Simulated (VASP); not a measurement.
H12CO8: single point with PBE+D3(BJ)

The system is H12CO8.

```
CELL_PARAMETERS angstrom
6.26583 0.00000 0.00000
0.00000 6.26583 0.00000
0.00000 0.00000 6.26583
ATOMIC_POSITIONS crystal
O 0.31242 0.05562 0.85376
O 0.45772 0.40071 0.40777
O 0.09888 0.20609 0.19646
O 0.30125 0.72219 0.15024
O 0.94047 0.63229 0.88108
O 0.93763 0.92808 0.55544
O 0.71070 0.27150 0.87002
O 0.68430 0.98757 0.10972
H 0.23031 0.11520 0.96903
H 0.24503 0.03728 0.71110
H 0.42537 0.53734 0.48278
H 0.58396 0.34953 0.48678
H 0.18399 0.31638 0.26501
H 0.06942 0.08952 0.30020
H 0.32864 0.82707 0.04047
H 0.43769 0.65240 0.17608
H 0.88630 0.48812 0.92093
H 0.06843 0.65615 0.97472
H 0.80384 0.89495 0.48994
H 0.95424 0.80449 0.65019
C 0.70069 0.13004 0.99034
```

| Item | Value |
| --- | --- |
| Program | VASP 6.6.1 |
| Task | single point |
| Functional | PBE |
| Dispersion | D3(BJ) |
| Potentials or basis | VASP PAW PBE potentials, release 64 (O, H, C) |
| Cutoff | 520 eV |
| k mesh | 1 × 1 × 1 |
| Occupations | fermi-dirac, width 0.02 eV |
| Spin | no spin polarisation |

```yaml
Pressure: 0.2 GPa
Largest_force: 2.688 eV/Å
Band_gap_on_the_k_mesh: 4.39 eV
Dispersion_energy_per_atom: -0.035 eV
```

Forces in eV/Å, atoms in the order of the input:
```
O    1.283 -1.318 -1.960
O    0.539  1.017  0.914
O   -0.535 -0.583 -0.089
O   -0.281 -0.625  0.546
O    0.659 -0.458  0.687
O    0.531  0.203  0.026
O    0.164  0.775 -0.729
O    0.197 -0.098  0.376
H   -1.453  0.779  0.460
H   -0.197  0.520  1.485
H    0.000 -0.895 -0.418
H   -0.485 -0.060 -0.260
H    0.226 -0.216  0.335
H    0.289  0.656 -0.149
H    0.292  0.790 -0.679
H   -0.094 -0.175 -0.168
H    0.417  1.001 -0.432
H   -0.668 -0.290 -0.356
H   -0.715  0.128 -0.640
H    0.204 -0.324  0.560
C   -0.373 -0.826  0.490
```

Stress tensor (GPa, compression positive):
```
 0.85  0.08 -0.39
 0.08  0.54 -0.53
-0.39 -0.53 -0.83
```

Levels at points of the mesh, in eV from the valence-band top:
```tsv
k point	band 28	band 29	band 30	band 31	band 32	band 33	band 34	band 35	band 36	band 37
(0.00, 0.00, 0.00)	-0.71	-0.51	-0.42	-0.33	0.00	4.39	6.34	6.53	7.63	8.20
```

It took 31 s on 1 thread of Intel Xeon 8259CL, on a shared host, peak memory 0.31 GiB.

Caveat: the k points lie up to 1.00 Å⁻¹ apart.
